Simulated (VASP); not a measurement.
Input of a VASP 6.6.1 run:

Contents of INCAR:

```
PREC = Accurate
ENCUT = 520
EDIFF = 1E-6
ISMEAR = 0
SIGMA = 0.02
LREAL = F
LASPH = T
NELM = 80
ALGO = Normal
ISIF = 2
LWAVE = F
LCHARG = F
GGA = PE
NBANDS = 26
```

The input KPOINTS:

```
Automatic mesh
0
Gamma
  8 8 6
```

Contents of POSCAR:

```
GaN
1.0
    2.2060113392      2.2060113392      0.0000000000
   -2.2060113392      2.2060113392      0.0000000000
    0.0000000000      0.0000000000      4.6303495738
Ga N
2 2
Direct
    0.0000000000      0.0000000000      0.0000000000
    0.5000000000      0.5000000000      0.5000000000
    0.5000000000      0.0000000000      0.2500000000
    0.0000000000      0.5000000000      0.7500000000
```

Potentials or basis: VASP PAW PBE potentials, release 64 (Ga_d, N).

Command:

```console
$ cat potpaw_PBE.64/Ga_d/POTCAR potpaw_PBE.64/N/POTCAR > POTCAR
$ mpirun -np 1 vasp_std > vasp.out
```

**Question.** Predict the pressure.

**Answer.** 8.0 GPa.

**Question.** Estimate the band gap on the k mesh.

**Answer.** 1.74 eV.

Stress tensor (GPa, compression positive):
```
10.22  0.00  0.00
 0.00 10.22  0.00
 0.00  0.00  3.71
```

Caveat: the cell differs from its parent crystal (biaxial strain in the a-b plane: -3.0 %).
